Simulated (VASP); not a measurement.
# Fe (Im-3m) in VASP: further runs

The runs below take Fe through single point, with LDA.

Everything below comes from runs of VASP 6.6.1. Logs are shortened: lines on timing, memory, paths and dates and some standing lists are left out, and cuts for length are marked.

## Step 1: The cell of the first run

It takes space group Im-3m (No. 229, cubic). The conventional cell has a = 2.886 Å, b = 2.886 Å, c = 2.886 Å, α = 90.00°, β = 90.00°, γ = 90.00°. Fe (site symmetry m-3m) has 14 Fe at 2.50 to 2.89 Å within 3.3 Å.

## Step 2: Single point, LDA, collinear spin, ferromagnetic start

Input file INCAR:

```
SYSTEM = Fe
PREC = Accurate
ENCUT = 520
EDIFF = 1E-7
ISMEAR = -1
SIGMA = 0.05
LREAL = .False.
LASPH = .True.
NELM = 150
ALGO = Fast
ISIF = 2
LWAVE = .False.
LCHARG = .False.
ISPIN = 2
MAGMOM = 3
LORBIT = 11
LMAXMIX = 4
GGA = CA
NBANDS = 14
```

Input file KPOINTS:

```
Automatic mesh
0
Gamma
  13 13 13
  0 0 0
```

Input file POSCAR:

```
Fe
1.0
   -1.4430000000      1.4430000000      1.4430000000
    1.4430000000     -1.4430000000      1.4430000000
    1.4430000000      1.4430000000     -1.4430000000
Fe
1
Direct
    0.0000000000      0.0000000000      0.0000000000
```

Potentials or basis: VASP PAW LDA potentials, release 64 (Fe).

Run with:

```console
> cat potpaw_LDA.64/Fe/POTCAR > POTCAR
> mpirun -np 1 vasp_std > vasp.out
```

OUTCAR:

```text
SYSTEM = Fe
   PREC = Accurate
   ENCUT = 520
   EDIFF = 1E-7
   ISMEAR = -1
   LREAL = .False.
   LASPH = .True.
   NELM = 150
   ISIF = 2
   ISPIN = 2
   LORBIT = 11
   GGA = CA

 ion  position               nearest neighbor table
   1  0.000  0.000  0.000-

  LATTYP: Found a body centered cubic cell.
 ALAT       =     2.8860000000

  Lattice vectors:

 A1 = (  -1.4430000000,   1.4430000000,   1.4430000000)
 A2 = (   1.4430000000,  -1.4430000000,   1.4430000000)
 A3 = (   1.4430000000,   1.4430000000,  -1.4430000000)

Analysis of symmetry for initial positions (statically):
=====================================================================
 Subroutine PRICEL returns:
 Original cell was already a primitive cell.

 Routine SETGRP: Setting up the symmetry group for a
 body centered cubic supercell.

 Subroutine GETGRP returns: Found 48 space group operations
 (whereof 48 operations were pure point group operations)
 out of a pool of 48 trial point group operations.

The static configuration has the point symmetry O_h .

Analysis of symmetry for dynamics (positions and initial velocities):
=====================================================================
 Subroutine PRICEL returns:
 Original cell was already a primitive cell.

 Routine SETGRP: Setting up the symmetry group for a
 body centered cubic supercell.

 Subroutine GETGRP returns: Found 48 space group operations
 (whereof 48 operations were pure point group operations)
 out of a pool of 48 trial point group operations.

The dynamic configuration has the point symmetry O_h .

Analysis of structural, dynamic, and magnetic symmetry:
=====================================================================
 Subroutine PRICEL returns:
 Original cell was already a primitive cell.

 Routine SETGRP: Setting up the symmetry group for a
 body centered cubic supercell.

 Subroutine GETGRP returns: Found 48 space group operations
 (whereof 48 operations were pure point group operations)
 out of a pool of 48 trial point group operations.

The overall configuration has the point symmetry O_h .

 Subroutine INISYM returns: Found 48 space group operations
 (whereof 48 operations are pure point group operations),
 and found     1 'primitive' translations

----------------------------------------------------------------------------------------

                                     Primitive cell

  volume of cell :      12.0187

  direct lattice vectors                    reciprocal lattice vectors
    -1.443000000  1.443000000  1.443000000     0.000000000  0.346500347  0.346500347
     1.443000000 -1.443000000  1.443000000     0.346500347  0.000000000  0.346500347
     1.443000000  1.443000000 -1.443000000     0.346500347  0.346500347  0.000000000

  length of vectors
     2.499349315  2.499349315  2.499349315     0.490025489  0.490025489  0.490025489

  position of ions in fractional coordinates (direct lattice)
     0.000000000  0.000000000  0.000000000

  ion indices of the primitive-cell ions
   primitive index   ion index
                 1           1

----------------------------------------------------------------------------------------

 KPOINTS: Automatic mesh

Automatic generation of k-mesh.
 Grid dimensions read from file:
 generate k-points for:   13   13   13

 Generating k-lattice:

  Cartesian coordinates                     Fractional coordinates (reciprocal lattice)
     0.000000000  0.026653873  0.026653873     0.076923077  0.000000000  0.000000000
     0.026653873  0.000000000  0.026653873     0.000000000  0.076923077  0.000000000
     0.026653873  0.026653873  0.000000000     0.000000000  0.000000000  0.076923077

  Length of vectors
     0.037694268  0.037694268  0.037694268

  Shift w.r.t. Gamma in fractional coordinates (k-lattice)
     0.000000000  0.000000000  0.000000000

 Subroutine IBZKPT returns following result:
 ===========================================

 Found     84 irreducible k-points:

 Following reciprocal coordinates:
            Coordinates               Weight
  0.000000  0.000000  0.000000      1.000000
  0.076923  0.000000  0.000000     12.000000
  0.153846  0.000000  0.000000     12.000000
  0.230769  0.000000  0.000000     12.000000
  0.307692  0.000000  0.000000     12.000000
  0.384615  0.000000  0.000000     12.000000
[... 16 lines left out ...]
  0.153846  0.076923  0.076923     24.000000
  0.230769  0.076923  0.076923     24.000000
 [... further k-points ...]
   k-points           NKPTS =     84   k-points in BZ     NKDIM =     84   number of bands    NBANDS=     14
   number of dos      NEDOS =    301   number of ions     NIONS =      1
   total plane-waves  NPLWV =   8000
   dimension x,y,z NGX =    20 NGY =   20 NGZ =   20
   dimension x,y,z NGXF=    40 NGYF=   40 NGZF=   40
   ions per type =               1
   NGX,Y,Z   is equivalent  to a cutoff of  13.30, 13.30, 13.30 a.u.
   NGXF,Y,Z  is equivalent  to a cutoff of  26.61, 26.61, 26.61 a.u.
 SYSTEM =  Fe
   PREC   = accura    normal or accurate (medium, high low for compatibility)
   ISTART =      0    job   : 0-new  1-cont  2-samecut
   ICHARG =      2    charge: 1-file 2-atom 10-const
   ISPIN  =      2    spin polarized calculation?
   LNONCOLLINEAR =      F non collinear calculations
   LSORBIT =      F    spin-orbit coupling
   LASPH  =      T    aspherical Exc in radial PAW
   ENCUT  =  520.0 eV  38.22 Ry    6.18 a.u.   4.65  4.65  4.65*2*pi/ulx,y,z
   NELM   =    150;   NELMIN=  2; NELMDL= -5     # of ELM steps
   EDIFF  = 0.1E-06   stopping-criterion for ELM
   LREAL  =      F    real-space projection
   EDIFFG = 0.1E-05   stopping-criterion for IOM
   NSW    =      0    number of steps for IOM
   IBRION =     -1    ionic relax: 0-MD 1-quasi-New 2-CG
   NFREE  =      0    steps in history (QN), initial steepest desc. (CG)
   ISIF   =      2    stress and relaxation
   ISYM   =      2    0-nonsym 1-usesym 2-fastsym
   POTIM  = 0.5000    time-step for ionic-motion
   TEBEG  =    0.0;   TEEND  =   0.0 temperature during run
   PSTRESS=    0.0 pullay stress
   NELECT =       8.0000    total number of electrons
   NUPDOWN=      -1.0000    fix difference up-down
   EMIN   =  10.00;   EMAX   =-10.00  energy-range for DOS
   EFERMI =   0.00;   METHOD = LEGACY
   ISMEAR =    -1;   SIGMA  =   0.05  broadening in eV -4-tet -1-fermi 0-gaus
   EFERMI_NEDOS =   21; number of points for ismear=-14 and -15
   IALGO  =     68    algorithm
   IMIX   =      4    mixing-type and parameters
     AMIX     =   0.40;   BMIX     =  1.00
     AMIX_MAG =   1.60;   BMIX_MAG =  1.00
  volume/ion in A,a.u.               =      12.02        81.11
  Fermi-wavevector in a.u.,A,eV,Ry     =   1.429394  2.701162 27.798962  2.043166
  Thomas-Fermi vector in A             =   2.549352
   LORBIT       =     11    0 simple, 1 ext, 2 COOP (PROOUT), +10 PAW based schemes
   GGA     = CA    functional components
   LHFCALC =     F    Hartree Fock is set to
   AEXX    =    0.0000 exact exchange contribution
   IVDW    =     0    specifies the selected vdW correction
   LEPSILON=     F    determine dielectric tensor
   LRPA    =     F    only Hartree local field effects (RPA)
 spin polarized calculation
 RMM-DIIS sequential band-by-band and
  energy-cutoff  :      520.00
  volume of cell :       12.02
 maximum number of plane-waves:       336
   NGX =  9   NGY =  9   NGZ =  9

 number of electron       7.9999995 magnetization       2.1625731

 Free energy of the ion-electron system (eV)
  ---------------------------------------------------
  ext. energy  EPLUGINS =         0.00000000
  ---------------------------------------------------
  free energy    TOTEN  =        -9.06992126 eV

  energy without entropy =       -9.05943623  energy(sigma->0) =       -9.06467874

 E-fermi :   5.0896     XC(G=0): -13.1035

 val. band max:        5.0715346673   @ k =   0.3846   0.0000   0.0000
 cond. band min:       5.0955977037   @ k =  -0.4615   0.4615   0.4615
 fundamental gap:      0.0240630364
 Fermi energy:         5.0895691625

 spin component 1

 k-point     1 :       0.0000    0.0000    0.0000
  band No.  band energies     occupation
      1      -3.0823      1.00000
      2       2.9344      1.00000
      3       2.9344      1.00000
      4       2.9344      1.00000
      5       4.1689      1.00000
      6       4.1689      1.00000
      7      29.4391      0.00000
      8      29.4391      0.00000
      9      29.4391      0.00000
     10      34.2185      0.00000
     11      34.2185      0.00000
     12      36.2071      0.00000
     13      36.2294      0.00000
     14      36.2299      0.00000
[... 375 lines left out ...]
 k-point    24 :       0.2308    0.0769    0.0769
  band No.  band energies     occupation
      1       0.2435      1.00000
      2       2.1656      1.00000
      3       2.5353      1.00000
      4       4.1023      1.00000
      5       4.2634      1.00000
      6       5.2050      0.09041
      7      17.9028      0.00000
      8      21.9303      0.00000
      9      23.4944      0.00000
     10      31.0129      0.00000
     11      34.6854      0.00000
     12      36.9815      0.00000
     13      38.8002      0.00000
     14      42.0056      0.00000

 [... further k-points ...]

 spin component 2

 k-point     1 :       0.0000    0.0000    0.0000
  band No.  band energies     occupation
      1      -2.7340      1.00000
      2       4.7143      0.99945
      3       4.7143      0.99945
      4       4.7143      0.99945
      5       6.4349      0.00000
      6       6.4349      0.00000
      7      29.5593      0.00000
      8      29.5593      0.00000
      9      29.5593      0.00000
     10      34.6518      0.00000
     11      34.6518      0.00000
     12      37.0779      0.00000
     13      37.1066      0.00000
     14      37.1066      0.00000
[... 375 lines left out ...]
 k-point    24 :       0.2308    0.0769    0.0769
  band No.  band energies     occupation
      1       0.8206      1.00000
      2       3.8020      1.00000
      3       4.0350      1.00000
      4       6.2880      0.00000
      5       6.5489      0.00000
      6       7.0435      0.00000
      7      18.7333      0.00000
      8      22.5055      0.00000
      9      24.1915      0.00000
     10      31.3578      0.00000
     11      35.3354      0.00000
     12      37.4114      0.00000
     13      39.2715      0.00000
     14      42.5861      0.00000

 [... further k-points ...]
[... 5 lines left out ...]
  --------------------------------------------------------------------------------------
  -------------------------------------------------------------------------------------
  Total       -2.0063912     -2.0063912     -2.0063912      0.0000000      0.0000000     -0.0000000
  in kB     -267.4651624   -267.4651624   -267.4651624      0.0000000      0.0000000     -0.0000000
  external PRESSURE =    -267.4651624 kB  Pullay stress =       0.0000000 kB

 VOLUME and BASIS-vectors are now :
 -----------------------------------------------------------------------------
  energy-cutoff  :      520.00
  volume of cell :       12.02
      direct lattice vectors                 reciprocal lattice vectors
    -1.443000000  1.443000000  1.443000000     0.000000000  0.346500347  0.346500347
     1.443000000 -1.443000000  1.443000000     0.346500347  0.000000000  0.346500347
     1.443000000  1.443000000 -1.443000000     0.346500347  0.346500347  0.000000000

 POSITION                                       TOTAL-FORCE (eV/Angst)
 -----------------------------------------------------------------------------------
      0.00000      0.00000      0.00000        -0.000000     -0.000000      0.000000
 -----------------------------------------------------------------------------------
    total drift:                               -0.000000     -0.000000      0.000000

  FREE ENERGIE OF THE ION-ELECTRON SYSTEM (eV)
  ---------------------------------------------------
  free  energy   TOTEN  =        -9.0699212571 eV

  energy  without entropy=       -9.0594362321  energy(sigma->0) =       -9.06467874

 total charge

# of ion       s       p       d       tot
------------------------------------------
    1        0.465   0.486   6.218   7.170

 magnetization (x)

# of ion       s       p       d       tot
------------------------------------------
    1       -0.012  -0.039   2.198   2.147
```

Run time: 22 s. Hardware: 1 thread of AMD EPYC 9R45 (Zen 5), shared host; peak memory 0.1 GiB.

What came out:

```
Free energy                                           : -9.0699 eV
Pressure                                              : -26.7 GPa
Net moment                                            : 2.16 μB per cell
Site moments                                          : Fe +2.15 μB
Valence electrons inside the program's atomic spheres : Fe 7.17
```

## Step 3: Single point, LDA, collinear spin, ferromagnetic start

This run uses another cell than the first one, of 12.26 Å³/atom, 1.020 times its volume.

Input file INCAR:

```
SYSTEM = Fe
PREC = Accurate ; ENCUT = 520
EDIFF = 1E-7 ; ISMEAR = -1
SIGMA = 0.05 ; LREAL = .FALSE.
LASPH = .TRUE. ; NELM = 150
ALGO = Normal ; ISIF = 2
LWAVE = .FALSE. ; LCHARG = .TRUE.
ISPIN = 2 ; MAGMOM = 3
LORBIT = 11 ; LMAXMIX = 4
LELF = .TRUE. ; LVHAR = .TRUE.
NBANDS = 14
```

Input file KPOINTS:

```
regular mesh
0
G
  13 13 13
  0 0 0
```

Input file POSCAR:

```
Fe
1.0
   -1.4525565699      1.4525565699      1.4525565699
    1.4525565699     -1.4525565699      1.4525565699
    1.4525565699      1.4525565699     -1.4525565699
Fe
1
Direct
    0.0000000000      0.0000000000      0.0000000000
```

Potentials or basis: VASP PAW LDA potentials, release 64 (Fe).

Run with:

```console
> cat potpaw_LDA.64/Fe/POTCAR > POTCAR
> mpirun -np 1 vasp_std > vasp.out
```

OUTCAR:

```text
SYSTEM = Fe
   PREC = Accurate
   ENCUT = 520
   EDIFF = 1E-7
   ISMEAR = -1
   LREAL = .FALSE.
   LASPH = .TRUE.
   NELM = 150
   ISIF = 2
   ISPIN = 2
   LORBIT = 11

 ion  position               nearest neighbor table
   1  0.000  0.000  0.000-

  LATTYP: Found a body centered cubic cell.
 ALAT       =     2.9051131398

  Lattice vectors:

 A1 = (  -1.4525565699,   1.4525565699,   1.4525565699)
 A2 = (   1.4525565699,  -1.4525565699,   1.4525565699)
 A3 = (   1.4525565699,   1.4525565699,  -1.4525565699)

Analysis of symmetry for initial positions (statically):
=====================================================================
 Subroutine PRICEL returns:
 Original cell was already a primitive cell.

 Routine SETGRP: Setting up the symmetry group for a
 body centered cubic supercell.

 Subroutine GETGRP returns: Found 48 space group operations
 (whereof 48 operations were pure point group operations)
 out of a pool of 48 trial point group operations.

The static configuration has the point symmetry O_h .

Analysis of symmetry for dynamics (positions and initial velocities):
=====================================================================
 Subroutine PRICEL returns:
 Original cell was already a primitive cell.

 Routine SETGRP: Setting up the symmetry group for a
 body centered cubic supercell.

 Subroutine GETGRP returns: Found 48 space group operations
 (whereof 48 operations were pure point group operations)
 out of a pool of 48 trial point group operations.

The dynamic configuration has the point symmetry O_h .

Analysis of structural, dynamic, and magnetic symmetry:
=====================================================================
 Subroutine PRICEL returns:
 Original cell was already a primitive cell.

 Routine SETGRP: Setting up the symmetry group for a
 body centered cubic supercell.

 Subroutine GETGRP returns: Found 48 space group operations
 (whereof 48 operations were pure point group operations)
 out of a pool of 48 trial point group operations.

The overall configuration has the point symmetry O_h .

 Subroutine INISYM returns: Found 48 space group operations
 (whereof 48 operations are pure point group operations),
 and found     1 'primitive' translations

[... 156 lines left out ...]
      7      29.0509      0.00000
      8      29.0509      0.00000
      9      29.0509      0.00000
     10      33.7115      0.00000
     11      33.7115      0.00000
     12      35.4860      0.00000
     13      35.4916      0.00000
     14      35.5164      0.00000
[... 379 lines left out ...]
      3       2.3837      1.00000
      4       3.9033      1.00000
      5       4.0596      1.00000
      6       4.9763      0.14376
      7      17.5106      0.00000
      8      21.5376      0.00000
      9      22.9952      0.00000
     10      30.5602      0.00000
     11      34.0930      0.00000
     12      36.4127      0.00000
     13      38.2071      0.00000
     14      41.3558      0.00000

 [... further k-points ...]

 spin component 2

 k-point     1 :       0.0000    0.0000    0.0000
  band No.  band energies     occupation
      1      -2.8141      1.00000
      2       4.5940      0.99716
      3       4.5940      0.99716
      4       4.5940      0.99716
      5       6.2696      0.00000
      6       6.2696      0.00000
      7      29.1700      0.00000
      8      29.1700      0.00000
      9      29.1700      0.00000
     10      34.1444      0.00000
     11      34.1444      0.00000
     12      36.2952      0.00000
     13      36.2952      0.00000
     14      36.2953      0.00000
[... 379 lines left out ...]
      3       3.9235      1.00000
      4       6.1266      0.00000
      5       6.3802      0.00000
      6       6.8610      0.00000
      7      18.3512      0.00000
      8      22.1200      0.00000
      9      23.7023      0.00000
     10      30.9101      0.00000
     11      34.7508      0.00000
     12      36.8490      0.00000
     13      38.6839      0.00000
     14      41.9390      0.00000

 [... further k-points ...]
[... 5 lines left out ...]
  --------------------------------------------------------------------------------------
  -------------------------------------------------------------------------------------
  Total       -2.1767514     -2.1767514     -2.1767514      0.0000000      0.0000000      0.0000000
  in kB     -284.4855838   -284.4855838   -284.4855838      0.0000000      0.0000000      0.0000000
  external PRESSURE =    -284.4855838 kB  Pullay stress =       0.0000000 kB

 VOLUME and BASIS-vectors are now :
 -----------------------------------------------------------------------------
  energy-cutoff  :      520.00
  volume of cell :       12.26
      direct lattice vectors                 reciprocal lattice vectors
    -1.452556570  1.452556570  1.452556570     0.000000000  0.344220673  0.344220673
     1.452556570 -1.452556570  1.452556570     0.344220673  0.000000000  0.344220673
     1.452556570  1.452556570 -1.452556570     0.344220673  0.344220673  0.000000000

 POSITION                                       TOTAL-FORCE (eV/Angst)
 -----------------------------------------------------------------------------------
      0.00000      0.00000      0.00000        -0.000000      0.000000     -0.000000
 -----------------------------------------------------------------------------------
    total drift:                                0.000000     -0.000000      0.000000

  FREE ENERGIE OF THE ION-ELECTRON SYSTEM (eV)
  ---------------------------------------------------
  free  energy   TOTEN  =        -9.0284812414 eV

  energy  without entropy=       -9.0172186554  energy(sigma->0) =       -9.02284995

 total charge

# of ion       s       p       d       tot
------------------------------------------
    1        0.458   0.470   6.207   7.135

 magnetization (x)

# of ion       s       p       d       tot
------------------------------------------
    1       -0.012  -0.038   2.248   2.197
```

It took 20 s on 1 thread of AMD EPYC 9R45 (Zen 5), shared host; peak memory 0.1 GiB.

What came out:

```yaml
Free_energy: -9.0285 eV
Pressure: -28.4 GPa
Net_moment: 2.21 μB per cell
Site_moments: Fe +2.20 μB
Valence_electrons_inside_the_program's_atomic_spheres: Fe 7.13
```

Levels at points of the mesh, in eV from the Fermi level:
Spin up:
```csv
k point,band 3,band 4,band 5,band 6,band 7,band 8
"(0.00, 0.00, 0.00)",-2.12,-2.12,-0.92,-0.92,24.16,24.16
```
Spin down:
```csv
k point,band 1,band 2,band 3,band 4,band 5,band 6,band 7,band 8
"(0.00, 0.00, 0.00)",-7.70,-0.29,-0.29,-0.29,1.38,1.38,24.28,24.28
```
